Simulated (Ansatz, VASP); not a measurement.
# Two plane-wave programs on HfC5

```xyz
6
Lattice="2.6462 0.0000 0.0000 -1.3231 2.2917 0.0000 0.0000 0.0000 8.8069" Properties=species:S:1:pos:R:3 pbc="T T T"
Hf    0.0000    0.0000    0.0000
C     1.3231    0.7639    5.8430
C     0.0000    0.0000    6.3659
C     1.3231    0.7639    4.4035
C     0.0000    0.0000    2.4410
C     1.3231    0.7639    2.9639
```

Change from the starting cell: species swapped into the Ca5Mg type (P-6m2, No. 187).

Alike in both runs: task relaxation of cell and atoms; functional PBE; k mesh 18 × 18 × 4; occupations gaussian, width 0.1 eV; no spin polarisation.

|  | VASP | Ansatz |
| --- | --- | --- |
| version | VASP 6.6.1 | Ansatz 0.2.0 |
| potentials or method | VASP PAW PBE potentials, release 64 (Hf_pv, C), cutoff 600 eV | scalar-relativistic, plane waves, PAW |
| valence electrons in the cell | 30 | 46 |

Ansatz gave:

- gap on the k mesh at the Fermi level, each at its own relaxed structure (eV): none
- relaxed volume (Å³/atom): 8.80
- relaxed cell length with the largest relative difference (Å): 2.630

**Question.** Which values does VASP return?

**Answer.** gap on the k mesh at the Fermi level, each at its own relaxed structure (eV): none; relaxed volume (Å³/atom): 8.78; relaxed cell length with the largest relative difference (Å): 2.628.

A gap of «none» marks a metal or a gap that the smearing closes. VASP's potentials hold 30 valence electrons a cell and Ansatz's 46, so a difference there can come from the potentials and not from the codes.

Neither program's run includes spin-orbit coupling.
